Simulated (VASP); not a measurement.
# C in VASP: single point with PBE+D3(BJ)

Aim: the single point of C with PBE+D3(BJ).

Everything below comes from runs of VASP 6.6.1. Logs are shortened: lines on timing, memory, paths and dates and some standing lists are left out, and cuts for length are marked.

## (1) The cell of the first run

The cell holds a slab with vacuum, 4 atoms: a = 2.466 Å, b = 2.466 Å, c = 17.500 Å, α = 90.00°, β = 90.00°, γ = 120.00°.

## (2) Single point, PBE+D3(BJ)

File INCAR:

```
  PREC = Accurate
  ENCUT = 520
  EDIFF = 1E-6
  ISMEAR = 0
  SIGMA = 0.1
  LREAL = F
  LASPH = T
  NELM = 80
  ALGO = Normal
  ISIF = 2
  LWAVE = F
  LCHARG = F
  LDIPOL = T
  IDIPOL = 3
  DIPOL = 0.5 0.5 0.345
  GGA = PE
  IVDW = 12
  NBANDS = 16
```

File KPOINTS:

```
Automatic mesh
0
Gamma
  15 15 1
```

File POSCAR:

```
C
1.0
    2.4656677093      0.0000000000      0.0000000000
   -1.2328338546      2.1353308736      0.0000000000
    0.0000000000      0.0000000000     17.5000661151
C
4
Direct
    0.6666666667      0.3333333333      0.2571437747
    0.3333333333      0.6666666667      0.2571418857
    0.8333333333      0.6666666667      0.4320021459
    1.1666666667      0.3333333333      0.4320002569
```

Potentials or basis: VASP PAW PBE potentials, release 64 (C).

The run is started by

```
> cat potpaw_PBE.64/C/POTCAR > POTCAR
> mpirun -np 1 vasp_std > vasp.out
```

OUTCAR:

```text
PREC = Accurate
   ENCUT = 520
   EDIFF = 1E-6
   ISMEAR = 0
   LREAL = F
   LASPH = T
   NELM = 80
   ISIF = 2
   GGA = PE
   IVDW = 12
 IVDW          = 12

 ion  position               nearest neighbor table
   1  0.667  0.333  0.257-   2 1.42   2 1.42   2 1.42
   2  0.333  0.667  0.257-   1 1.42   1 1.42   1 1.42
   3  0.833  0.667  0.432-   4 1.42   4 1.42   4 1.42
   4  0.167  0.333  0.432-   3 1.42   3 1.42   3 1.42

  LATTYP: Found a hexagonal cell.
 ALAT       =     2.4656677093
 C/A-ratio  =     7.0974957611

  Lattice vectors:

 A1 = (   2.4656677093,   0.0000000000,   0.0000000000)
 A2 = (  -1.2328338546,   2.1353308736,   0.0000000000)
 A3 = (   0.0000000000,   0.0000000000,  17.5000661151)

Analysis of symmetry for initial positions (statically):
=====================================================================
 Subroutine PRICEL returns:
 Original cell was already a primitive cell.

 Routine SETGRP: Setting up the symmetry group for a
 hexagonal supercell.

 Subroutine GETGRP returns: Found  8 space group operations
 (whereof  4 operations were pure point group operations)
 out of a pool of 24 trial point group operations.

The static configuration has the point symmetry C_2v.
 The point group associated with its full space group is D_2h.

Analysis of symmetry for dynamics (positions and initial velocities):
=====================================================================
 Subroutine PRICEL returns:
 Original cell was already a primitive cell.

 Routine SETGRP: Setting up the symmetry group for a
 hexagonal supercell.

 Subroutine GETGRP returns: Found  8 space group operations
 (whereof  4 operations were pure point group operations)
 out of a pool of 24 trial point group operations.

The dynamic configuration has the point symmetry C_2v.
 The point group associated with its full space group is D_2h.

 Subroutine INISYM returns: Found  8 space group operations
 (whereof  4 operations are pure point group operations),
 and found     1 'primitive' translations

----------------------------------------------------------------------------------------

                                     Primitive cell

  volume of cell :      92.1381

  direct lattice vectors                    reciprocal lattice vectors
     2.465667709  0.000000000  0.000000000     0.405569654  0.234155749  0.000000000
    -1.232833855  2.135330874  0.000000000     0.000000000  0.468311498  0.000000000
     0.000000000  0.000000000 17.500066115     0.000000000  0.000000000  0.057142641

  length of vectors
     2.465667709  2.465667709 17.500066115     0.468311498  0.468311498  0.057142641

  position of ions in fractional coordinates (direct lattice)
     0.666666667  0.333333333  0.257143775
     0.333333333  0.666666667  0.257141886
     0.833333333  0.666666667  0.432002146
     0.166666667  0.333333333  0.432000257

  ion indices of the primitive-cell ions
   primitive index   ion index
                 1           1
                 2           2
                 3           3
                 4           4

----------------------------------------------------------------------------------------

 KPOINTS: Automatic mesh

Automatic generation of k-mesh.
 Grid dimensions read from file:
 generate k-points for:   15   15    1

 Generating k-lattice:

  Cartesian coordinates                     Fractional coordinates (reciprocal lattice)
     0.027037977  0.015610383  0.000000000     0.066666667  0.000000000  0.000000000
     0.000000000  0.031220767  0.000000000     0.000000000  0.066666667  0.000000000
     0.000000000  0.000000000  0.057142641     0.000000000  0.000000000  1.000000000

  Length of vectors
     0.031220767  0.031220767  0.057142641

  Shift w.r.t. Gamma in fractional coordinates (k-lattice)
     0.000000000  0.000000000  0.000000000

 Subroutine IBZKPT returns following result:
 ===========================================

 Found     64 irreducible k-points:

 Following reciprocal coordinates:
            Coordinates               Weight
  0.000000  0.000000  0.000000      1.000000
  0.066667  0.000000  0.000000      4.000000
  0.000000  0.066667  0.000000      2.000000
  0.133333  0.000000  0.000000      4.000000
  0.000000  0.133333  0.000000      2.000000
  0.200000  0.000000  0.000000      4.000000
[... 16 lines left out ...]
 -0.266667  0.200000  0.000000      4.000000
  0.266667  0.066667  0.000000      4.000000
 [... further k-points ...]
   k-points           NKPTS =     64   k-points in BZ     NKDIM =     64   number of bands    NBANDS=     16
   number of dos      NEDOS =    301   number of ions     NIONS =      4
   total plane-waves  NPLWV =  45360
   dimension x,y,z NGX =    18 NGY =   18 NGZ =  140
   dimension x,y,z NGXF=    36 NGYF=   36 NGZF=  280
   ions per type =               4
   NGX,Y,Z   is equivalent  to a cutoff of  12.14, 12.14, 13.30 a.u.
   NGXF,Y,Z  is equivalent  to a cutoff of  24.27, 24.27, 26.60 a.u.
 SYSTEM =  unknown system
   PREC   = accura    normal or accurate (medium, high low for compatibility)
   ISTART =      0    job   : 0-new  1-cont  2-samecut
   ICHARG =      2    charge: 1-file 2-atom 10-const
   ISPIN  =      1    spin polarized calculation?
   LNONCOLLINEAR =      F non collinear calculations
   LSORBIT =      F    spin-orbit coupling
   LASPH  =      T    aspherical Exc in radial PAW
   ENCUT  =  520.0 eV  38.22 Ry    6.18 a.u.   4.58  4.58 32.54*2*pi/ulx,y,z
   NELM   =     80;   NELMIN=  2; NELMDL= -5     # of ELM steps
   EDIFF  = 0.1E-05   stopping-criterion for ELM
   LREAL  =      F    real-space projection
   EDIFFG = 0.1E-04   stopping-criterion for IOM
   NSW    =      0    number of steps for IOM
   IBRION =     -1    ionic relax: 0-MD 1-quasi-New 2-CG
   NFREE  =      0    steps in history (QN), initial steepest desc. (CG)
   ISIF   =      2    stress and relaxation
   ISYM   =      2    0-nonsym 1-usesym 2-fastsym
   POTIM  = 0.5000    time-step for ionic-motion
   TEBEG  =    0.0;   TEEND  =   0.0 temperature during run
   PSTRESS=    0.0 pullay stress
   NELECT =      16.0000    total number of electrons
   NUPDOWN=      -1.0000    fix difference up-down
   EMIN   =  10.00;   EMAX   =-10.00  energy-range for DOS
   EFERMI =   0.00;   METHOD = LEGACY
   ISMEAR =     0;   SIGMA  =   0.10  broadening in eV -4-tet -1-fermi 0-gaus
   EFERMI_NEDOS =   21; number of points for ismear=-14 and -15
   IALGO  =     38    algorithm
   IMIX   =      4    mixing-type and parameters
     AMIX     =   0.40;   BMIX     =  1.00
     AMIX_MAG =   1.60;   BMIX_MAG =  1.00
  volume/ion in A,a.u.               =      23.03       155.44
  Fermi-wavevector in a.u.,A,eV,Ry     =   0.913345  1.725972 11.349976  0.834200
  Thomas-Fermi vector in A             =   2.037846
   LORBIT       =      0    0 simple, 1 ext, 2 COOP (PROOUT), +10 PAW based schemes
   GGA     = PE    functional components
   LHFCALC =     F    Hartree Fock is set to
   AEXX    =    0.0000 exact exchange contribution
   IVDW    =    12    specifies the selected vdW correction
   LEPSILON=     F    determine dielectric tensor
   LRPA    =     F    only Hartree local field effects (RPA)
 non-spin polarized calculation
 Gauss-broadening in eV      SIGMA  =   0.10
  energy-cutoff  :      520.00
  volume of cell :       92.14
 maximum number of plane-waves:      2521
   NGX =  9   NGY =  9   NGZ = 65

 dipolmoment           0.000000      0.000000      0.000223 electrons x Angstroem

 number of electron      15.9999998 magnetization

 dipolmoment           0.000000      0.000000     -0.000129 electrons x Angstroem

 Free energy of the ion-electron system (eV)
  ---------------------------------------------------
  ext. energy  EPLUGINS =         0.00000000
  ---------------------------------------------------
  free energy    TOTEN  =       -36.80884451 eV

  energy without entropy =      -36.80881389  energy(sigma->0) =      -36.80882920

 E-fermi :  -0.8872     XC(G=0):  -4.3720

 val. band max:       -1.0739640107   @ k =   0.3333   0.3333   0.0000
 cond. band min:      -0.7003888792   @ k =   0.3333   0.3333   0.0000
 fundamental gap:      0.3735751314
 Fermi energy:        -0.8871764511

 k-point     1 :       0.0000    0.0000    0.0000
  band No.  band energies     occupation
      1     -20.5261      2.00000
      2     -20.2285      2.00000
      3      -9.1885      2.00000
      4      -7.6870      2.00000
      5      -3.9065      2.00000
      6      -3.8925      2.00000
[... 8 lines left out ...]
     15       7.4426      0.00000
     16       7.4792      0.00000

 k-point     2 :       0.0667    0.0000    0.0000
  band No.  band energies     occupation
      1     -20.4201      2.00000
      2     -20.1242      2.00000
      3      -9.0608      2.00000
      4      -7.5650      2.00000
      5      -4.3294      2.00000
      6      -4.2897      2.00000
[... 8 lines left out ...]
     15       7.5507      0.00000
     16       7.9155      0.00000

 k-point     3 :       0.0000    0.0667    0.0000
  band No.  band energies     occupation
      1     -20.4201      2.00000
      2     -20.1242      2.00000
      3      -9.0611      2.00000
      4      -7.5646      2.00000
      5      -4.3225      2.00000
      6      -4.2966      2.00000
[... 8 lines left out ...]
     15       7.5180      0.00000
     16       7.8612      0.00000
[... 362 lines left out ...]
 k-point    23 :      -0.2667    0.2000    0.0000
  band No.  band energies     occupation
      1     -19.1580      2.00000
      2     -18.8828      2.00000
      3      -7.9182      2.00000
      4      -7.8094      2.00000
      5      -7.5519      2.00000
      6      -6.1393      2.00000
[... 8 lines left out ...]
     15       7.6247      0.00000
     16       7.7014      0.00000

 k-point    24 :       0.2667    0.0667    0.0000
  band No.  band energies     occupation
      1     -18.3287      2.00000
      2     -18.0666      2.00000
      3      -9.6435      2.00000
      4      -9.5195      2.00000
      5      -6.7108      2.00000
      6      -6.6719      2.00000
[... 8 lines left out ...]
     15       7.4485      0.00000
     16       8.6361      0.00000

 [... further k-points ...]

------------------------ aborting loop because EDIFF is reached ----------------------------------------

 vacuum level on the upper side and lower side of the slab       (xc-potential included)        -0.163        -0.160

 Edisp (eV)   -0.50988

 E8    (eV) :    -0.1540

  FORCE on cell =-STRESS in cart. coord.  units (eV):
  Direction    XX          YY          ZZ          XY          YZ          ZX
  --------------------------------------------------------------------------------------
  -------------------------------------------------------------------------------------
  Total       0.13400    -0.01652     0.66814    -0.00000     0.00000     0.00000
  in kB       2.33015    -0.28720    11.61819    -0.00000     0.00000     0.00000
  external pressure =        4.55 kB  Pullay stress =        0.00 kB

 VOLUME and BASIS-vectors are now :
 -----------------------------------------------------------------------------
  energy-cutoff  :      520.00
  volume of cell :       92.14
      direct lattice vectors                 reciprocal lattice vectors
     2.465667709  0.000000000  0.000000000     0.405569654  0.234155749  0.000000000
    -1.232833855  2.135330874  0.000000000     0.000000000  0.468311498  0.000000000
     0.000000000  0.000000000 17.500066115     0.000000000  0.000000000  0.057142641

 POSITION                                       TOTAL-FORCE (eV/Angst)
 -----------------------------------------------------------------------------------
      1.23283      0.71178      4.50003         0.000000      0.003018     -0.113354
     -0.00000      1.42355      4.50000        -0.000000     -0.003018     -0.113354
      1.23283      1.42355      7.56007        -0.000000     -0.003018      0.113354
      0.00000      0.71178      7.56003         0.000000      0.003018      0.113354
 -----------------------------------------------------------------------------------
    total drift:                               -0.000000      0.000022     -0.029518

  FREE ENERGIE OF THE ION-ELECTRON SYSTEM (eV)
  ---------------------------------------------------
  free  energy   TOTEN  =       -37.3187237143 eV

  energy  without entropy=      -37.3186930899  energy(sigma->0) =      -37.31870840

 vacuum level on the upper side and lower side of the slab         3.369         3.372
```

Run time: 45 s. Hardware: 1 thread of Intel Xeon 6975P-C (Granite Rapids), shared host; peak memory 0.23 GiB.

Results:

* Free energy: -37.3187 eV
* Largest force: 0.113 eV/Å
* Band gap on the k mesh: 0.37 eV, direct
* Dispersion energy per atom: -0.127 eV

Forces on the atoms (eV/Å):
```
C    0.000  0.003 -0.113
C    0.000 -0.003 -0.113
C    0.000 -0.003  0.113
C    0.000  0.003  0.113
```
